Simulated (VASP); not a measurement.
# Mg (I4/mmm) in VASP: a series of runs

Runs on Mg. Level: PBE. Tasks: electric field gradients.

Everything below comes from runs of VASP 6.6.1. Logs are shortened: lines on timing, memory, paths and dates and some standing lists are left out, and cuts for length are marked.

### Step 1. The cell of the first run

It takes space group I4/mmm (No. 139, tetragonal). The conventional cell has a = 2.953 Å, b = 2.953 Å, c = 2.983 Å, α = 90.00°, β = 90.00°, γ = 90.00°. Within 3.4 Å of Mg (site symmetry 4/mmm) lie 14 Mg at 2.57 to 2.98 Å.

This isn't the form of Mg at room conditions, which is hcp.

### Step 2. Electric field gradients, PBE (zz strain of +1 %)

INCAR

```
SYSTEM = Mg
PREC = Accurate
ENCUT = 520
EDIFF = 1E-8
ISMEAR = -1
SIGMA = 0.05
LREAL = .FALSE.
LASPH = .TRUE.
NELM = 100
ALGO = Normal
ISIF = 2
LWAVE = .FALSE.
LCHARG = .FALSE.
GGA = PE
LEFG = .TRUE.
NBANDS = 7
```

KPOINTS

```
Automatic mesh
0
G
  16 16 16
  0 0 0
```

POSCAR

```
Mg
1.0
   -1.4765000000      1.4765000000      1.4912650000
    1.4765000000     -1.4765000000      1.4912650000
    1.4765000000      1.4765000000     -1.4912650000
Mg
1
Direct
    0.0000000000      0.0000000000      0.0000000000
```

Potentials or basis: VASP PAW PBE potentials, release 64 (Mg).

Command:

```bash
$ cat potpaw_PBE.64/Mg/POTCAR > POTCAR
$ mpirun -np 1 vasp_std > vasp.out
```

OUTCAR:

```text
SYSTEM = Mg
   PREC = Accurate
   ENCUT = 520
   EDIFF = 1E-8
   ISMEAR = -1
   LREAL = .FALSE.
   LASPH = .TRUE.
   NELM = 100
   ISIF = 2
   GGA = PE

 ion  position               nearest neighbor table
   1  0.000  0.000  0.000-

  LATTYP: Found a body centered tetragonal cell.
 ALAT       =     2.9530000000
 C/A-ratio  =     1.0100000000

  Lattice vectors:

 A1 = (  -1.4765000000,   1.4765000000,   1.4912650000)
 A2 = (   1.4765000000,  -1.4765000000,   1.4912650000)
 A3 = (   1.4765000000,   1.4765000000,  -1.4912650000)

Analysis of symmetry for initial positions (statically):
=====================================================================
 Subroutine PRICEL returns:
 Original cell was already a primitive cell.

 Routine SETGRP: Setting up the symmetry group for a
 body centered tetragonal supercell.

 Subroutine GETGRP returns: Found 16 space group operations
 (whereof 16 operations were pure point group operations)
 out of a pool of 16 trial point group operations.

The static configuration has the point symmetry D_4h.

Analysis of symmetry for dynamics (positions and initial velocities):
=====================================================================
 Subroutine PRICEL returns:
 Original cell was already a primitive cell.

 Routine SETGRP: Setting up the symmetry group for a
 body centered tetragonal supercell.

 Subroutine GETGRP returns: Found 16 space group operations
 (whereof 16 operations were pure point group operations)
 out of a pool of 16 trial point group operations.

The dynamic configuration has the point symmetry D_4h.

 Subroutine INISYM returns: Found 16 space group operations
 (whereof 16 operations are pure point group operations),
 and found     1 'primitive' translations

----------------------------------------------------------------------------------------

                                     Primitive cell

  volume of cell :      13.0041

  direct lattice vectors                    reciprocal lattice vectors
    -1.476500000  1.476500000  1.491265000     0.000000000  0.338638673  0.335285814
     1.476500000 -1.476500000  1.491265000     0.338638673  0.000000000  0.335285814
[... 116 lines left out ...]
  volume of cell :       13.00
 maximum number of plane-waves:       370
   NGX =  9   NGY =  9   NGZ =  9

 number of electron       2.0000000 magnetization

 Free energy of the ion-electron system (eV)
  ---------------------------------------------------
  ext. energy  EPLUGINS =         0.00000000
  ---------------------------------------------------
  free energy    TOTEN  =        -0.30122575 eV

  energy without entropy =       -0.29889121  energy(sigma->0) =       -0.30005848

 E-fermi :   6.4767     XC(G=0): -10.4565

 val. band max:        6.4641113052   @ k =   0.3750   0.3750   0.1250
 cond. band min:       6.5023672960   @ k =   0.3750   0.1875   0.0625
 fundamental gap:      0.0382559907
 Fermi energy:         6.4767091570

 k-point     1 :       0.0000    0.0000    0.0000
  band No.  band energies     occupation
      1      -3.2998      2.00000
      2      23.7678      0.00000
      3      23.7678      0.00000
      4      24.0568      0.00000
      5      26.4160      0.00000
      6      26.7363      0.00000
      7      28.1837      0.00000
[... 221 lines left out ...]
 k-point    24 :      -0.0625    0.0625    0.0000
  band No.  band energies     occupation
      1      -3.1635      2.00000
      2      22.7500      0.00000
      3      23.0216      0.00000
      4      23.5996      0.00000
      5      25.5882      0.00000
      6      25.6806      0.00000
      7      29.1982      0.00000

 [... further k-points ...]

------------------------ aborting loop because EDIFF is reached ----------------------------------------

  FORCE on cell =-STRESS in cart. coord.  units (eV):
  Direction    XX          YY          ZZ          XY          YZ          ZX
  --------------------------------------------------------------------------------------
  -------------------------------------------------------------------------------------
  Total        4.9830977      4.9830977      4.9215801      0.0000000      0.0000000      0.0000000
  in kB      613.9433018    613.9433018    606.3640143      0.0000000      0.0000000      0.0000000
  external PRESSURE =     611.4168726 kB  Pullay stress =       0.0000000 kB

 VOLUME and BASIS-vectors are now :
 -----------------------------------------------------------------------------
  energy-cutoff  :      520.00
  volume of cell :       13.00
      direct lattice vectors                 reciprocal lattice vectors
    -1.476500000  1.476500000  1.491265000     0.000000000  0.338638673  0.335285814
     1.476500000 -1.476500000  1.491265000     0.338638673  0.000000000  0.335285814
     1.476500000  1.476500000 -1.491265000     0.338638673  0.338638673  0.000000000

 POSITION                                       TOTAL-FORCE (eV/Angst)
 -----------------------------------------------------------------------------------
      0.00000      0.00000      0.00000         0.000000     -0.000000     -0.000000
 -----------------------------------------------------------------------------------
    total drift:                                0.000000      0.000000     -0.000000

  FREE ENERGIE OF THE ION-ELECTRON SYSTEM (eV)
  ---------------------------------------------------
  free  energy   TOTEN  =        -0.3012257500 eV

  energy  without entropy=       -0.2988912127  energy(sigma->0) =       -0.30005848

 Electric field gradients (V/A^2)
---------------------------------------------------------------------
 ion       V_xx      V_yy      V_zz      V_xy      V_xz      V_yz
---------------------------------------------------------------------
   1      -0.307    -0.307     0.614     0.000     0.000     0.000
---------------------------------------------------------------------

 Electric field gradients after diagonalization (V/A^2)
 (convention: |V_zz| > |V_xx| > |V_yy|)
----------------------------------------------------------------------
 ion       V_xx      V_yy      V_zz     asymmetry (V_yy - V_xx)/ V_zz
----------------------------------------------------------------------
   1      -0.307    -0.307     0.614       0.000
----------------------------------------------------------------------

           NMR quadrupolar parameters

 Cq : quadrupolar parameter    Cq=e*Q*V_zz/h
 eta: asymmetry parameters     (V_yy - V_xx)/ V_zz
 Q  : nuclear electric quadrupole moment in mb (millibarn)
----------------------------------------------------------------------
 ion       Cq(MHz)       eta       Q (mb)
----------------------------------------------------------------------
   1       0.001       0.000       1.000
----------------------------------------------------------------------
```

stdout:

```text
POSCAR found type information on POSCAR Mg
 POSCAR found :  1 types and       1 ions
 scaLAPACK will be used
 LDA part: xc-table for (Slater+PW92), standard interpolation
 POSCAR, INCAR and KPOINTS ok, starting setup
 FFT: planning ... GRIDC
 FFT: planning ... GRID_SOFT
 FFT: planning ... GRID
 WAVECAR not read
 entering main loop
ion   1
```

Wall time 20 s (1 thread of Intel Xeon Platinum 8375C at 2.90GHz (Ice Lake), shared host); peak memory 0.15 GiB.

Results:

```yaml
Free_energy: -0.3012 eV
Pressure: 61.1 GPa
Band_gap_on_the_k_mesh: zero (bands 1 and 2 overlap by 4.78 eV)
Largest_electric_field_gradient_by_atom: Mg +0.6 V/Å²
```

Stress tensor (GPa, compression positive):
```
61.39  0.00  0.00
 0.00 61.39  0.00
 0.00  0.00 60.64
```

Electric field gradients, principal values (V/Å²):
| atom | least | middle | greatest (by size) |
| --- | --- | --- | --- |
| 1 Mg | -0.307 | -0.307 | 0.614 |

Caveat: the cell differs from its parent crystal (zz strain of +1 %); the cell stands under pressure; without QUAD_EFG the Cq values of the log hold for a quadrupole moment of 1 mb, not for the nuclei.

### Step 3. Electric field gradients, PBE (zz strain of +1 %)

INCAR

```
PREC     = Accurate       # precision mode
ENCUT    = 520            # plane-wave cutoff, eV
EDIFF    = 1E-8           # SCF threshold, eV
ISMEAR   = -1             # smearing method
SIGMA    = 0.05           # smearing width, eV
LREAL    = False          # projectors in reciprocal space
LASPH    = True           # aspherical terms in the spheres
NELM     = 100            # most SCF steps
ALGO     = Normal         # electronic algorithm
ISIF     = 2              # what is computed and relaxed
LWAVE    = False          # write WAVECAR
LCHARG   = False          # write CHGCAR
GGA      = PE             # functional
LEFG     = True         
NBANDS   = 7              # bands
```

KPOINTS

```
Automatic mesh
0
Gamma
  16 16 16
```

POSCAR is that of step 2.

Potentials or basis: VASP PAW PBE potentials, release 64 (Mg).

Command:

```bash
$ cat potpaw_PBE.64/Mg/POTCAR > POTCAR
$ mpirun -np 1 vasp_std > vasp.out
```

OUTCAR:

```text
PREC = Accurate
   ENCUT = 520
   EDIFF = 1E-8
   ISMEAR = -1
   LREAL = False
   LASPH = True
   NELM = 100
   ISIF = 2
   GGA = PE

 ion  position               nearest neighbor table
   1  0.000  0.000  0.000-

  LATTYP: Found a body centered tetragonal cell.
 ALAT       =     2.9530000000
 C/A-ratio  =     1.0100000000

  Lattice vectors:

 A1 = (  -1.4765000000,   1.4765000000,   1.4912650000)
[... 445 lines left out ...]
 -----------------------------------------------------------------------------------
    total drift:                                0.000000      0.000000     -0.000000

  FREE ENERGIE OF THE ION-ELECTRON SYSTEM (eV)
  ---------------------------------------------------
  free  energy   TOTEN  =        -0.3012257500 eV

  energy  without entropy=       -0.2988912127  energy(sigma->0) =       -0.30005848

 Electric field gradients (V/A^2)
---------------------------------------------------------------------
 ion       V_xx      V_yy      V_zz      V_xy      V_xz      V_yz
---------------------------------------------------------------------
   1      -0.307    -0.307     0.614     0.000     0.000     0.000
---------------------------------------------------------------------

 Electric field gradients after diagonalization (V/A^2)
 (convention: |V_zz| > |V_xx| > |V_yy|)
----------------------------------------------------------------------
 ion       V_xx      V_yy      V_zz     asymmetry (V_yy - V_xx)/ V_zz
----------------------------------------------------------------------
   1      -0.307    -0.307     0.614       0.000
----------------------------------------------------------------------

           NMR quadrupolar parameters

 Cq : quadrupolar parameter    Cq=e*Q*V_zz/h
 eta: asymmetry parameters     (V_yy - V_xx)/ V_zz
 Q  : nuclear electric quadrupole moment in mb (millibarn)
----------------------------------------------------------------------
 ion       Cq(MHz)       eta       Q (mb)
----------------------------------------------------------------------
   1       0.001       0.000       1.000
----------------------------------------------------------------------
```

stdout:

```text
POSCAR found type information on POSCAR Mg
 POSCAR found :  1 types and       1 ions
 scaLAPACK will be used
 LDA part: xc-table for (Slater+PW92), standard interpolation
 POSCAR, INCAR and KPOINTS ok, starting setup
 FFT: planning ... GRIDC
 FFT: planning ... GRID_SOFT
 FFT: planning ... GRID
 WAVECAR not read
 entering main loop
ion   1
```

Run time: 20 s. Hardware: 1 thread of Intel Xeon Platinum 8375C at 2.90GHz (Ice Lake), shared host; peak memory 0.15 GiB.

Results:

```
Free energy                             : -0.3012 eV
Pressure                                : 61.1 GPa
Band gap on the k mesh                  : zero (bands 1 and 2 overlap by 4.78 eV)
Largest electric field gradient by atom : Mg +0.6 V/Å²
```

Levels at points of the mesh, in eV from the Fermi level:
```csv
k point,band 1,band 2,band 3,band 4,band 5
"(0.00, 0.00, 0.00)",-9.78,17.29,17.29,17.58,19.94
"(0.50, 0.00, 0.00)",-2.34,-0.94,10.92,14.64,15.09
"(0.50, 0.50, 0.00)",-2.26,-0.86,10.67,14.40,14.82
"(0.50, 0.50, 0.50)",3.84,3.99,5.90,6.25,6.25
```

Electric field gradients, principal values (V/Å²):
```csv
atom,least,middle,greatest (by size)
1 Mg,-0.307,-0.307,0.614
```

Caveat: the cell differs from its parent crystal (zz strain of +1 %); the cell stands under pressure; without QUAD_EFG the Cq values of the log hold for a quadrupole moment of 1 mb, not for the nuclei.

### Step 4. Electric field gradients, PBE (zz strain of +3 %)

INCAR

```
SYSTEM = Mg
PREC = Accurate
ENCUT = 520
EDIFF = 1E-8
ISMEAR = -1
SIGMA = 0.05
LREAL = .False.
LASPH = .True.
NELM = 100
ALGO = Normal
ISIF = 2
LWAVE = .False.
LCHARG = .False.
GGA = PE
LEFG = .True.
NBANDS = 7
```

KPOINTS

```
Automatic mesh
0
Gamma
  16 16 16
  0 0 0
```

POSCAR

```
Mg
1.0
   -1.4765000000      1.4765000000      1.5207950000
    1.4765000000     -1.4765000000      1.5207950000
    1.4765000000      1.4765000000     -1.5207950000
Mg
1
Direct
    0.0000000000      0.0000000000      0.0000000000
```

Potentials or basis: VASP PAW PBE potentials, release 64 (Mg).

Command:

```bash
$ cat potpaw_PBE.64/Mg/POTCAR > POTCAR
$ mpirun -np 1 vasp_std > vasp.out
```

OUTCAR:

```text
SYSTEM = Mg
   PREC = Accurate
   ENCUT = 520
   EDIFF = 1E-8
   ISMEAR = -1
   LREAL = .False.
   LASPH = .True.
   NELM = 100
   ISIF = 2
   GGA = PE

 ion  position               nearest neighbor table
   1  0.000  0.000  0.000-

  LATTYP: Found a body centered tetragonal cell.
 ALAT       =     2.9530000000
 C/A-ratio  =     1.0300000000

  Lattice vectors:

 A1 = (  -1.4765000000,   1.4765000000,   1.5207950000)
 A2 = (   1.4765000000,  -1.4765000000,   1.5207950000)
 A3 = (   1.4765000000,   1.4765000000,  -1.5207950000)

Analysis of symmetry for initial positions (statically):
[... 442 lines left out ...]
    total drift:                                0.000000      0.000000      0.000000

  FREE ENERGIE OF THE ION-ELECTRON SYSTEM (eV)
  ---------------------------------------------------
  free  energy   TOTEN  =        -0.3944353587 eV

  energy  without entropy=       -0.3919567345  energy(sigma->0) =       -0.39319605

 Electric field gradients (V/A^2)
---------------------------------------------------------------------
 ion       V_xx      V_yy      V_zz      V_xy      V_xz      V_yz
---------------------------------------------------------------------
   1      -0.935    -0.935     1.869    -0.000    -0.000    -0.000
---------------------------------------------------------------------

 Electric field gradients after diagonalization (V/A^2)
 (convention: |V_zz| > |V_xx| > |V_yy|)
----------------------------------------------------------------------
 ion       V_xx      V_yy      V_zz     asymmetry (V_yy - V_xx)/ V_zz
----------------------------------------------------------------------
   1      -0.935    -0.935     1.869       0.000
----------------------------------------------------------------------

           NMR quadrupolar parameters

 Cq : quadrupolar parameter    Cq=e*Q*V_zz/h
 eta: asymmetry parameters     (V_yy - V_xx)/ V_zz
 Q  : nuclear electric quadrupole moment in mb (millibarn)
----------------------------------------------------------------------
 ion       Cq(MHz)       eta       Q (mb)
----------------------------------------------------------------------
   1       0.005       0.000       1.000
----------------------------------------------------------------------
```

OSZICAR:

```text
N       E                     dE             d eps       ncg     rms          rms(c)
DAV:   1     0.594871341050E+00    0.59487E+00   -0.92283E+02  5530   0.206E+02
DAV:   2    -0.424632836276E+00   -0.10195E+01   -0.98907E+00  6979   0.148E+01
DAV:   3    -0.427216354339E+00   -0.25835E-02   -0.25832E-02  5796   0.859E-01
DAV:   4    -0.427219671174E+00   -0.33168E-05   -0.33172E-05  6909   0.219E-02
DAV:   5    -0.427219675680E+00   -0.45053E-08   -0.41698E-08  5950   0.578E-04    0.756E-01
DAV:   6    -0.407397524688E+00    0.19822E-01   -0.30767E-04  5908   0.116E-01    0.482E-01
DAV:   7    -0.394579249415E+00    0.12818E-01   -0.57645E-04  5586   0.173E-01    0.199E-02
DAV:   8    -0.394446055446E+00    0.13319E-03   -0.19506E-05  6034   0.261E-02    0.564E-03
DAV:   9    -0.394435081110E+00    0.10974E-04   -0.38133E-06  5649   0.111E-02    0.739E-04
DAV:  10    -0.394435332746E+00   -0.25164E-06   -0.66786E-08  5824   0.154E-03    0.439E-05
DAV:  11    -0.394435355900E+00   -0.23153E-07   -0.21971E-10  4018   0.959E-05    0.139E-05
DAV:  12    -0.394435358740E+00   -0.28406E-08   -0.12770E-11  2807   0.223E-05
   1 F= -.39443536E+00 E0= -.39319605E+00  d E =-.247862E-02
```

It took 21 s on 1 thread of Intel Xeon Platinum 8375C at 2.90GHz (Ice Lake), shared host; peak memory 0.15 GiB.

What came out:

| Item | Value |
| --- | --- |
| Free energy | -0.3944 eV |
| Pressure | 56.8 GPa |
| Band gap on the k mesh | zero (bands 1 and 2 overlap by 4.68 eV) |
| Largest electric field gradient by atom | Mg +1.9 V/Å² |

Levels at points of the mesh, in eV from the Fermi level:
```tsv
k point	band 1	band 2	band 3	band 4
(0.00, 0.00, 0.00)	-9.68	16.94	16.94	17.78
(0.50, 0.00, 0.00)	-2.37	-0.99	10.99	14.61
(0.50, 0.50, 0.00)	-2.15	-0.77	10.26	13.92
(0.50, 0.50, 0.50)	3.69	4.14	5.35	6.36
```

Electric field gradients, principal values (V/Å²):
```
atom   least  middle  greatest (by size)
1 Mg  -0.935  -0.935               1.869
```

Caveat: the cell differs from its parent crystal (zz strain of +3 %); the cell stands under pressure; without QUAD_EFG the Cq values of the log hold for a quadrupole moment of 1 mb, not for the nuclei.

The gap in the log of VASP goes by the Fermi energy; the results here count the filled bands.